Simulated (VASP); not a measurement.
Set up this calculation in VASP 6.6.1, as the native input.

```yaml
Task: single point
Functional: PBE
Potentials_or_basis: VASP PAW PBE potentials, release 64 (Ge_d, S)
Cutoff: 520 eV
k_mesh: 7 × 7 × 1
Occupations: gaussian, width 0.1 eV
Spin: no spin polarisation
Dipole_correction: yes
Further_INCAR_settings: ALGO = Normal; EDIFF = 1e-06; NBANDS = 39
```

The structure of Ge4S lies in POSCAR:

```
Ge4S
1.0
    4.0740542171      0.0000000000      0.0000000000
    0.0000000000      4.0740542171      0.0000000000
    0.0000000000      0.0000000000     19.8557569412
Ge S
4 1
Direct
    0.0000000000      0.5000000000      0.2014529092
    0.0000000000      0.0000000000      0.2739958843
    0.5000000000      0.0000000000      0.3493666172
    0.5000000000      0.5000000000      0.4208228861
    0.6250000000      0.5000000000      0.5213106098
```

These files were run (other wordings do the same):

INCAR

```
PREC     = Accurate       # precision mode
ENCUT    = 520            # plane-wave cutoff, eV
EDIFF    = 1E-6           # SCF threshold, eV
ISMEAR   = 0              # smearing method
SIGMA    = 0.1            # smearing width, eV
LREAL    = False          # projectors in reciprocal space
LASPH    = True           # aspherical terms in the spheres
NELM     = 80             # most SCF steps
ALGO     = Normal         # electronic algorithm
ISIF     = 2              # what is computed and relaxed
LWAVE    = False          # write WAVECAR
LCHARG   = True           # write CHGCAR
LDIPOL   = True         
IDIPOL   = 3            
DIPOL    = 0.5 0.5 0.353
GGA      = PE             # functional
LELF     = True           # ELF
LVHAR    = True         
LVACPOTAV= True         
NBANDS   = 39             # bands
```

KPOINTS

```
regular mesh
0
Gamma
  7 7 1
```

Potentials or basis: VASP PAW PBE potentials, release 64 (Ge_d, S).

Run with:

```bash
$ cat potpaw_PBE.64/Ge_d/POTCAR potpaw_PBE.64/S/POTCAR > POTCAR
$ mpirun -np 1 vasp_std > vasp.out
```

Results of the run:

```
Largest force          : 0.525 eV/Å
Band gap on the k mesh : zero (band 31 reaches -2.00 eV, above the bottom of band 32 at -2.40 eV)
```

Run time: 5.7 min on 1 thread of Intel(R) Xeon(R) Platinum 8259CL CPU @ 2.50GHz (Skylake/Cascade Lake) (shared host), peak memory 0.45 GiB.
